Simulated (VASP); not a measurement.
Crystal: ZnCd2S.

```xyz
4
Lattice="3.8233 0.0000 0.0000 -1.9116 3.3111 0.0000 0.0000 0.0000 8.0345" Properties=species:S:1:pos:R:3 pbc="T T T"
Zn    0.0000    0.0000    4.0173
Cd    0.0000    0.0000    1.8212
Cd    0.0000    0.0000    6.2134
S     0.0000    0.0000    0.0000
```

The cell was built from a structure type or drawn by symmetry, and may not be a known phase.

* Program: VASP 6.6.1
* Task: relaxation of cell and atoms
* Functional: PBE
* Potentials or basis: VASP PAW PBE potentials, release 64 (Zn, Cd, S)
* Cutoff: 600 eV
* k mesh: 6 × 6 × 2
* Occupations: gaussian, width 0.1 eV
* Spin: no spin polarisation

At the start: pressure 46.2 GPa; volume 25.43 Å³/atom.

Task: Where does the relaxation end?

Result: Over 25 steps the energy falls by 2136.7 meV/atom and the volume is 21.03 Å³/atom (-17.3 %); space group P6/mmm (No. 191, to 0.1 Å) before and after.

Step by step:
```
step  energy change (eV)  largest force (eV/Å)  pressure (GPa)  volume (Å³)
   1              0.0000               14.1800           46.23       101.71
   2              0.1430                0.3273          -17.68       211.30
   3             -5.9563                1.6056           -3.39       148.56
   4             -6.0397                1.7927           -3.19       146.42
   5             -6.4476                4.8760            3.32       124.00
   6             -6.3711                3.1161           -1.18       134.64
   7             -6.4453                3.6955            0.07       130.92
   8             -6.4529                3.8051            0.33       130.26
   9             -7.1507                1.2760           -4.17       132.93
  10             -7.1632                1.1446           -4.47       133.16
  11             -7.7348                0.9981           -3.50       119.03
  12             -8.0388                0.1856            1.38       101.12
  13             -8.0555                0.2779           -0.53       105.49
  14             -8.0598                0.1473            0.02       104.10
  15             -8.1485                0.1222           -0.50       101.04
  16             -8.2805                0.6498           -0.05        91.65
  17             -8.3937                0.3448           -0.96        89.84
  18             -8.4767                0.0426            1.46        83.24
  19             -8.4965                0.0618           -1.32        87.38
  20             -8.5436                0.0013           -0.68        85.38
  21             -8.5433                0.0012           -0.80        85.52
  22             -8.5366                0.0359            1.38        82.17
  23             -8.5464                0.0145           -0.07        84.30
  24             -8.5464                0.0145           -0.01        84.27
  25             -8.5469                0.0109           -0.05        84.11
```

Final structure:
```xyz
4
Lattice="2.8821 0.0000 0.0000 -1.4410 2.4960 0.0000 0.0000 0.0000 11.6930" Properties=species:S:1:pos:R:3 pbc="T T T"
Zn    0.0000    0.0000    5.8465
Cd    0.0000    0.0000    2.8375
Cd    0.0000    0.0000    8.8555
S     0.0000    0.0000    0.0000
```

Caveat: the k points lie up to 0.42 Å⁻¹ apart in the final cell, too coarse for converged energies and pressures of a metal; the volume moved by over 15 % at a fixed basis, so the end points are rough.
